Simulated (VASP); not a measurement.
# NiSb (P6_3/mmc) in VASP: a series of runs

NiSb is run at these levels: PBE; tasks: single point, relaxation of cell and atoms.

All numbers are computed with VASP 6.6.1; they aren't measurements. Logs are shortened: lines on timing, memory, paths and dates and some standing lists are left out, and cuts for length are marked.

### Step 1. The cell of the first run

The structure is hexagonal, space group P6_3/mmc (No. 194). The conventional cell has a = 3.976 Å, b = 3.976 Å, c = 5.157 Å, α = 90.00°, β = 90.00°, γ = 120.00°. Ni (site symmetry -3m) has 2 Ni at 2.58 Å and 6 Sb at 2.63 Å within 3.4 Å. Sb (site symmetry -6m2) has 6 Ni at 2.63 Å and 6 Sb at 3.45 Å within 3.5 Å.

### Step 2. Single point, PBE

INCAR

```
ALGO = Normal ; EDIFF = 1E-7
ENCUT = 520 ; GGA = PE
ISIF = 2 ; ISMEAR = 0
LASPH = T ; LCHARG = F
LREAL = F ; LWAVE = F
NBANDS = 23 ; NELM = 100
PREC = Accurate ; SIGMA = 0.1
```

KPOINTS

```
k-points
0
Gamma
  12 12 8
```

POSCAR

```
NiSb
1.0
    3.9759714198      0.0000000000      0.0000000000
   -1.9879857099      3.4432922543      0.0000000000
    0.0000000000      0.0000000000      5.1568788645
Ni Sb
2 2
Direct
    0.0000000000      0.0000000000      0.0000000000
    0.0000000000      0.0000000000      0.5000000000
    0.3333333333      0.6666666667      0.2500000000
    0.6666666667      0.3333333333      0.7500000000
```

Potentials or basis: VASP PAW PBE potentials, release 64 (Ni, Sb).

Command:

```console
cat potpaw_PBE.64/Ni/POTCAR potpaw_PBE.64/Sb/POTCAR > POTCAR
mpirun -np 1 vasp_std > vasp.out
```

OUTCAR:

```text
EDIFF = 1E-7
   ENCUT = 520
   GGA = PE
   ISIF = 2
   ISMEAR = 0
   LASPH = T
   LREAL = F
   NELM = 100
   PREC = Accurate

 ion  position               nearest neighbor table
   1  0.000  0.000  0.000-   2 2.58   2 2.58   4 2.63   3 2.63   4 2.63   3 2.63   4 2.63   3 2.63

   2  0.000  0.000  0.500-   1 2.58   1 2.58   4 2.63   3 2.63   4 2.63   3 2.63   4 2.63   3 2.63

   3  0.333  0.667  0.250-   1 2.63   2 2.63   1 2.63   2 2.63   1 2.63   2 2.63   4 3.45   4 3.45
                             4 3.45   4 3.45   4 3.45   4 3.45
   4  0.667  0.333  0.750-   1 2.63   2 2.63   1 2.63   2 2.63   1 2.63   2 2.63   3 3.45   3 3.45
                             3 3.45   3 3.45   3 3.45   3 3.45

  LATTYP: Found a hexagonal cell.
 ALAT       =     3.9759714198
 C/A-ratio  =     1.2970110496

  Lattice vectors:

 A1 = (   3.9759714198,   0.0000000000,   0.0000000000)
 A2 = (  -1.9879857099,   3.4432922543,   0.0000000000)
 A3 = (   0.0000000000,   0.0000000000,   5.1568788645)

Analysis of symmetry for initial positions (statically):
=====================================================================
 Subroutine PRICEL returns:
 Original cell was already a primitive cell.

 Routine SETGRP: Setting up the symmetry group for a
 hexagonal supercell.

 Subroutine GETGRP returns: Found 24 space group operations
 (whereof 12 operations were pure point group operations)
 out of a pool of 24 trial point group operations.

The static configuration has the point symmetry D_3d.
 The point group associated with its full space group is D_6h.

Analysis of symmetry for dynamics (positions and initial velocities):
=====================================================================
 Subroutine PRICEL returns:
 Original cell was already a primitive cell.

 Routine SETGRP: Setting up the symmetry group for a
 hexagonal supercell.

 Subroutine GETGRP returns: Found 24 space group operations
 (whereof 12 operations were pure point group operations)
 out of a pool of 24 trial point group operations.

The dynamic configuration has the point symmetry D_3d.
 The point group associated with its full space group is D_6h.

 Subroutine INISYM returns: Found 24 space group operations
 (whereof 12 operations are pure point group operations),
 and found     1 'primitive' translations

----------------------------------------------------------------------------------------

                                     Primitive cell

  volume of cell :      70.5999

  direct lattice vectors                    reciprocal lattice vectors
     3.975971420  0.000000000  0.000000000     0.251510862  0.145209864  0.000000000
    -1.987985710  3.443292254  0.000000000     0.000000000  0.290419728  0.000000000
     0.000000000  0.000000000  5.156878865     0.000000000  0.000000000  0.193915744

  length of vectors
     3.975971420  3.975971420  5.156878865     0.290419728  0.290419728  0.193915744

  position of ions in fractional coordinates (direct lattice)
     0.000000000  0.000000000  0.000000000
     0.000000000  0.000000000  0.500000000
     0.333333333  0.666666667  0.250000000
     0.666666667  0.333333333  0.750000000

  ion indices of the primitive-cell ions
   primitive index   ion index
                 1           1
                 2           2
                 3           3
                 4           4

----------------------------------------------------------------------------------------

 KPOINTS: k-points

Automatic generation of k-mesh.
 Grid dimensions read from file:
 generate k-points for:   12   12    8

 Generating k-lattice:

  Cartesian coordinates                     Fractional coordinates (reciprocal lattice)
     0.020959239  0.012100822  0.000000000     0.083333333 -0.000000000  0.000000000
     0.000000000  0.024201644  0.000000000     0.000000000  0.083333333  0.000000000
     0.000000000  0.000000000  0.024239468     0.000000000  0.000000000  0.125000000

  Length of vectors
     0.024201644  0.024201644  0.024239468

  Shift w.r.t. Gamma in fractional coordinates (k-lattice)
     0.000000000  0.000000000  0.000000000

 Subroutine IBZKPT returns following result:
 ===========================================

 Found     95 irreducible k-points:

 Following reciprocal coordinates:
            Coordinates               Weight
  0.000000  0.000000  0.000000      1.000000
  0.083333 -0.000000  0.000000      6.000000
  0.166667 -0.000000  0.000000      6.000000
  0.250000  0.000000  0.000000      6.000000
  0.333333  0.000000  0.000000      6.000000
  0.416667 -0.000000  0.000000      6.000000
[... 16 lines left out ...]
  0.250000  0.000000  0.125000     12.000000
  0.333333  0.000000  0.125000     12.000000
 [... further k-points ...]
   k-points           NKPTS =     95   k-points in BZ     NKDIM =     95   number of bands    NBANDS=     23
   number of dos      NEDOS =    301   number of ions     NIONS =      4
   total plane-waves  NPLWV =  36000
   dimension x,y,z NGX =    30 NGY =   30 NGZ =   40
   dimension x,y,z NGXF=    60 NGYF=   60 NGZF=   80
   ions per type =               2   2
   NGX,Y,Z   is equivalent  to a cutoff of  12.54, 12.54, 12.90 a.u.
   NGXF,Y,Z  is equivalent  to a cutoff of  25.09, 25.09, 25.79 a.u.
 SYSTEM =  unknown system
   PREC   = accura    normal or accurate (medium, high low for compatibility)
   ISTART =      0    job   : 0-new  1-cont  2-samecut
   ICHARG =      2    charge: 1-file 2-atom 10-const
   ISPIN  =      1    spin polarized calculation?
   LNONCOLLINEAR =      F non collinear calculations
   LSORBIT =      F    spin-orbit coupling
   LASPH  =      T    aspherical Exc in radial PAW
   ENCUT  =  520.0 eV  38.22 Ry    6.18 a.u.   7.39  7.39  9.59*2*pi/ulx,y,z
   NELM   =    100;   NELMIN=  2; NELMDL= -5     # of ELM steps
   EDIFF  = 0.1E-06   stopping-criterion for ELM
   LREAL  =      F    real-space projection
   EDIFFG = 0.1E-05   stopping-criterion for IOM
   NSW    =      0    number of steps for IOM
   IBRION =     -1    ionic relax: 0-MD 1-quasi-New 2-CG
   NFREE  =      0    steps in history (QN), initial steepest desc. (CG)
   ISIF   =      2    stress and relaxation
   ISYM   =      2    0-nonsym 1-usesym 2-fastsym
   POTIM  = 0.5000    time-step for ionic-motion
   TEBEG  =    0.0;   TEEND  =   0.0 temperature during run
[... 15 lines left out ...]
   GGA     = PE    functional components
   LHFCALC =     F    Hartree Fock is set to
   AEXX    =    0.0000 exact exchange contribution
   IVDW    =     0    specifies the selected vdW correction
   LEPSILON=     F    determine dielectric tensor
   LRPA    =     F    only Hartree local field effects (RPA)
 non-spin polarized calculation
 Gauss-broadening in eV      SIGMA  =   0.10
  energy-cutoff  :      520.00
  volume of cell :       70.60
 maximum number of plane-waves:      1927
 NGX is ok and might be reduce to    30
   NGX = 15   NGY = 15   NGZ = 19

 number of electron      30.0000012 magnetization

 Free energy of the ion-electron system (eV)
  ---------------------------------------------------
  ext. energy  EPLUGINS =         0.00000000
  ---------------------------------------------------
  free energy    TOTEN  =       -20.31517733 eV

  energy without entropy =      -20.30641230  energy(sigma->0) =      -20.31079481

 E-fermi :   9.6068     XC(G=0): -11.3750

 val. band max:        9.5970872835   @ k =   0.0000   0.0000   0.0000
 cond. band min:       9.6147385456   @ k =   0.4167   0.0833   0.1250
 fundamental gap:      0.0176512621
 Fermi energy:         9.6068380952

 k-point     1 :       0.0000    0.0000    0.0000
  band No.  band energies     occupation
      1      -3.1359      2.00000
      2       1.2580      2.00000
      3       3.5631      2.00000
      4       5.8127      2.00000
      5       5.8127      2.00000
      6       6.5708      2.00000
[... 15 lines left out ...]
     22      15.9332      0.00000
     23      17.4355      0.00000

 k-point     2 :       0.0833   -0.0000    0.0000
  band No.  band energies     occupation
      1      -3.0514      2.00000
      2       1.2521      2.00000
      3       3.6586      2.00000
      4       5.7954      2.00000
      5       5.8306      2.00000
      6       6.5388      2.00000
[... 15 lines left out ...]
     22      16.0702      0.00000
     23      16.7747      0.00000

 k-point     3 :       0.1667   -0.0000    0.0000
  band No.  band energies     occupation
      1      -2.8005      2.00000
      2       1.2195      2.00000
      3       3.9415      2.00000
      4       5.6909      2.00000
      5       5.8830      2.00000
      6       6.3922      2.00000
[... 15 lines left out ...]
     22      16.3826      0.00000
     23      16.5224      0.00000

 k-point     4 :       0.2500    0.0000    0.0000
  band No.  band energies     occupation
      1      -2.3914      2.00000
      2       1.1115      2.00000
      3       4.4003      2.00000
      4       5.2315      2.00000
      5       5.9650      2.00000
      6       6.2153      2.00000
[... 15 lines left out ...]
     22      15.7808      0.00000
     23      16.8974      0.00000

 k-point     5 :       0.3333    0.0000    0.0000
  band No.  band energies     occupation
      1      -1.8435      2.00000
      2       0.8492      2.00000
      3       4.5076      2.00000
      4       5.0092      2.00000
      5       6.0621      2.00000
      6       6.2501      2.00000
[... 15 lines left out ...]
     22      15.4044      0.00000
     23      18.1790      0.00000

 k-point     6 :       0.4167   -0.0000    0.0000
  band No.  band energies     occupation
      1      -1.2058      2.00000
      2       0.3848      2.00000
      3       3.9861      2.00000
      4       5.7072      2.00000
      5       6.1424      2.00000
      6       6.3982      2.00000
[... 15 lines left out ...]
     22      15.3634      0.00000
     23      19.7658      0.00000

 k-point     7 :       0.5000    0.0000    0.0000
  band No.  band energies     occupation
      1      -0.7484      2.00000
      2      -0.0230      2.00000
      3       3.8117      2.00000
      4       6.1721      2.00000
      5       6.2431      2.00000
      6       6.5171      2.00000
[... 353 lines left out ...]
     22      15.7414      0.00000
     23      16.9862      0.00000

 k-point    21 :       0.0833   -0.0000    0.1250
  band No.  band energies     occupation
      1      -2.9647      2.00000
      2       0.7722      2.00000
      3       4.1991      2.00000
      4       5.8705      2.00000
      5       5.8808      2.00000
      6       6.5937      2.00000
[... 15 lines left out ...]
     22      15.8689      0.00000
     23      16.3701      0.00000

 k-point    22 :       0.1667   -0.0000    0.1250
  band No.  band energies     occupation
      1      -2.7152      2.00000
      2       0.8275      2.00000
      3       4.2911      2.00000
      4       5.8544      2.00000
      5       5.9297      2.00000
      6       6.4373      2.00000
[... 15 lines left out ...]
     22      15.9664      0.00000
     23      17.0828      0.00000

 k-point    23 :       0.2500    0.0000    0.1250
  band No.  band energies     occupation
      1      -2.3090      2.00000
      2       0.8489      2.00000
      3       4.3670      2.00000
      4       5.5350      2.00000
      5       6.0056      2.00000
      6       6.3047      2.00000
[... 15 lines left out ...]
     22      16.3677      0.00000
     23      17.2242      0.00000

 k-point    24 :       0.3333    0.0000    0.1250
  band No.  band energies     occupation
      1      -1.7666      2.00000
      2       0.7253      2.00000
      3       4.1739      2.00000
      4       5.2427      2.00000
      5       6.0942      2.00000
      6       6.4751      2.00000
[... 15 lines left out ...]
     22      16.5567      0.00000
     23      18.2720      0.00000

 [... further k-points ...]

------------------------ aborting loop because EDIFF is reached ----------------------------------------

  FORCE on cell =-STRESS in cart. coord.  units (eV):
  Direction    XX          YY          ZZ          XY          YZ          ZX
  --------------------------------------------------------------------------------------
  -------------------------------------------------------------------------------------
  Total       -0.0986757     -0.0986757     -0.0361902      0.0000000      0.0000000      0.0000000
  in kB       -2.2393219     -2.2393219     -0.8212917      0.0000000      0.0000000      0.0000000
  external PRESSURE =      -1.7666451 kB  Pullay stress =       0.0000000 kB

 VOLUME and BASIS-vectors are now :
 -----------------------------------------------------------------------------
  energy-cutoff  :      520.00
  volume of cell :       70.60
      direct lattice vectors                 reciprocal lattice vectors
     3.975971420  0.000000000  0.000000000     0.251510862  0.145209864  0.000000000
    -1.987985710  3.443292254  0.000000000     0.000000000  0.290419728  0.000000000
     0.000000000  0.000000000  5.156878865     0.000000000  0.000000000  0.193915744

 POSITION                                       TOTAL-FORCE (eV/Angst)
 -----------------------------------------------------------------------------------
      0.00000      0.00000      0.00000         0.000000     -0.000000     -0.000000
      0.00000      0.00000      2.57844         0.000000     -0.000000     -0.000000
     -0.00000      2.29553      1.28922         0.000000      0.000000     -0.000000
      1.98799      1.14776      3.86766        -0.000000     -0.000000      0.000000
 -----------------------------------------------------------------------------------
    total drift:                                0.000000      0.000000     -0.000000

  FREE ENERGIE OF THE ION-ELECTRON SYSTEM (eV)
  ---------------------------------------------------
  free  energy   TOTEN  =       -20.3151773322 eV

  energy  without entropy=      -20.3064122971  energy(sigma->0) =      -20.31079481
```

Wall time 2.4 min (1 thread of Intel Xeon Platinum 8259CL at 2.50GHz (Skylake/Cascade Lake), shared host); peak memory 0.28 GiB.

What came out:

- Free energy: -20.3152 eV
- Pressure: -0.2 GPa
- Band gap on the k mesh: zero (band 15 reaches 11.60 eV, above the bottom of band 16 at 8.38 eV)

Stress tensor (GPa, compression positive):
```
-0.22  0.00  0.00
 0.00 -0.22  0.00
 0.00  0.00 -0.08
```

Caveat: spin-orbit coupling is left out, which moves the levels of the heavy elements. Spin polarisation is off, so any magnetic state and its effect on volume and gap are missing.

### Step 3. Relaxation of cell and atoms, PBE

This run uses another cell than the first one, of 17.28 Å³/atom, 0.979 times its volume.

INCAR

```
ALGO = Normal
EDIFF = 1E-7
EDIFFG = -0.005
ENCUT = 600
GGA = PE
IBRION = 2
ISIF = 3
ISMEAR = 0
LASPH = T
LCHARG = F
LREAL = F
LWAVE = F
NELM = 100
NSW = 100
PREC = Accurate
SIGMA = 0.1
```

KPOINTS is that of step 2.

POSCAR

```
NiSb
1.0
    3.9399999606      0.0000000000      0.0000000000
   -1.9699999803      3.4121400568      0.0000000000
    0.0000000000      0.0000000000      5.1400000000
Ni Sb
2 2
Direct
    0.0000000000      0.0000000000      0.0000000000
    0.0000000000      0.0000000000      0.5000000000
    0.3333333333      0.6666666667      0.2500000000
    0.6666666667      0.3333333333      0.7500000000
```

Potentials or basis: VASP PAW PBE potentials, release 64 (Ni, Sb).

Command:

```console
cat potpaw_PBE.64/Ni/POTCAR potpaw_PBE.64/Sb/POTCAR > POTCAR
mpirun -np 1 vasp_std > vasp.out
```

It took 6.5 min on 1 thread of Intel Xeon Platinum 8259CL at 2.50GHz (Skylake/Cascade Lake), shared host; peak memory 0.31 GiB.

The run converged. Its results:

- Free energy: -20.3146 eV
- Relaxed volume: 17.62 Å³/atom
- Relaxed cell: a = 3.972 Å, b = 3.972 Å, c = 5.159 Å, α = 90.00°, β = 90.00°, γ = 120.00°
- Space group after relaxing (to 0.05 Å): P6_3/mmc (No. 194)
- Energy gained by relaxing: 2.5 meV/atom
- Ionic steps: 6
- Pressure after relaxing: 0.0 GPa
- Band gap on the k mesh: zero (band 15 reaches 11.63 eV, above the bottom of band 16 at 8.40 eV)

Step by step:
| step | energy change (eV) | largest force (eV/Å) | pressure (GPa) | volume (Å³) |
| --- | --- | --- | --- | --- |
| 1 | 0.0000 | 0.0000 | 2.33 | 69.10 |
| 2 | -0.0034 | 0.0000 | -1.77 | 71.65 |
| 3 | -0.0099 | 0.0000 | 0.01 | 70.48 |
| 4 | -0.0099 | 0.0000 | -0.03 | 70.51 |
| 5 | -0.0100 | 0.0000 | -0.03 | 70.50 |
| 6 | -0.0101 | 0.0000 | -0.02 | 70.50 |

Final structure:
```
Ni Sb
1.0
     3.97233    0.00000    0.00000
    -1.98617    3.44014    0.00000
     0.00000    0.00000    5.15886
Ni Sb
2 2
Direct
  0.00000 0.00000 0.00000
  0.00000 0.00000 0.50000
  0.33333 0.66667 0.25000
  0.66667 0.33333 0.75000
```

Levels at points of the mesh, in eV from the Fermi level:
```
           k point  band 13  band 14  band 15  band 16  band 17  band 18
(0.00, 0.00, 0.00)    -0.02     0.55     0.55     2.39     2.39     3.08
(0.50, 0.00, 0.00)    -1.53    -1.33    -1.26    -0.40     1.12     3.41
(0.00, 0.00, 0.50)     0.18     0.18     2.00     2.00     2.00     2.00
(0.50, 0.00, 0.50)    -1.73    -1.73     0.20     0.20     1.60     1.60
```

Caveat: spin-orbit coupling is left out, which moves the levels of the heavy elements.

### Step 4. Single point, PBE

This run uses another cell than the first one, of 14.28 Å³/atom, 0.809 times its volume.

INCAR

```
SYSTEM = NiSb
ALGO     = Normal         ! electronic algorithm
EDIFF    = 1E-6           ! SCF threshold, eV
ENCUT    = 520            ! plane-wave cutoff, eV
GGA      = PE             ! functional
ISIF     = 2              ! what is computed and relaxed
ISMEAR   = 0              ! smearing method
LASPH    = .True.         ! aspherical terms in the spheres
LCHARG   = .False.        ! write CHGCAR
LREAL    = .False.        ! projectors in reciprocal space
LWAVE    = .False.        ! write WAVECAR
NBANDS   = 23             ! bands
NELM     = 100            ! most SCF steps
PREC     = Accurate       ! precision mode
SIGMA    = 0.1            ! smearing width, eV
```

KPOINTS

```
k-points
0
Gamma
  12 12 10
  0 0 0
```

POSCAR

```
NiSb
1.0
    3.7098919496      0.0000000000      0.0000000000
   -1.8549459748      3.2128606737      0.0000000000
    0.0000000000      0.0000000000      4.7910522672
Ni Sb
2 2
Direct
    0.0000000000      0.0000000000      0.0000000000
    0.0000000000      0.0000000000      0.5000000000
    0.3333333333      0.6666666667      0.2500000000
    0.6666666667      0.3333333333      0.7500000000
```

Command:

```console
cat potpaw_PBE.64/Ni/POTCAR potpaw_PBE.64/Sb/POTCAR > POTCAR
mpirun -np 1 vasp_std > vasp.out
```

Wall time 1.9 min (1 thread of Intel Xeon Platinum 8259CL at 2.50GHz (Skylake/Cascade Lake), shared host); peak memory 0.27 GiB.

Results (log left out):

| Quantity | Value |
| --- | --- |
| Free energy | -18.9652 eV |
| Pressure | 39.7 GPa |
| Band gap on the k mesh | zero (band 15 reaches 15.53 eV, above the bottom of band 16 at 11.28 eV) |

Stress tensor (GPa, compression positive):
```
39.64  0.00  0.00
 0.00 39.64  0.00
 0.00  0.00 39.80
```

Levels at points of the mesh, in eV from the Fermi level:
| k point | band 13 | band 14 | band 15 | band 16 | band 17 | band 18 |
| --- | --- | --- | --- | --- | --- | --- |
| (0.00, 0.00, 0.00) | -0.10 | 0.60 | 0.60 | 2.88 | 2.88 | 3.16 |
| (0.50, 0.00, 0.00) | -2.17 | -1.92 | -1.82 | -0.07 | 1.34 | 3.42 |
| (0.00, 0.00, 0.50) | 0.88 | 0.88 | 2.44 | 2.44 | 2.44 | 2.44 |
| (0.50, 0.00, 0.50) | -2.50 | -2.50 | 0.03 | 0.03 | 2.22 | 2.22 |

Caveat: spin-orbit coupling is left out, which moves the levels of the heavy elements.

### Step 5. Overview

```tsv
task	cell	k mesh	cutoff (eV)	gap on the mesh (eV)	pressure (GPa)
single point	a = 3.976, b = 3.976, c = 5.157 Å, angles 90.0, 90.0, 120.0°, 4 atoms	12 × 12 × 8	520	none	-0.2
relaxation of cell and atoms	relaxed from a = 3.940, b = 3.940, c = 5.140 Å, angles 90.0, 90.0, 120.0°, 4 atoms	12 × 12 × 8	600	none	0.0
single point	a = 3.710, b = 3.710, c = 4.791 Å, angles 90.0, 90.0, 120.0°, 4 atoms	12 × 12 × 10	520	none	39.7
```

Alike in all rows: level PBE; potentials or basis VASP PAW PBE potentials, release 64 (Ni, Sb); no spin polarisation; smearing gaussian 0.1 eV.

Caveats: spin-orbit coupling is left out, which moves the levels of the heavy elements.

Absolute energies hang on the potentials; compare differences alone.
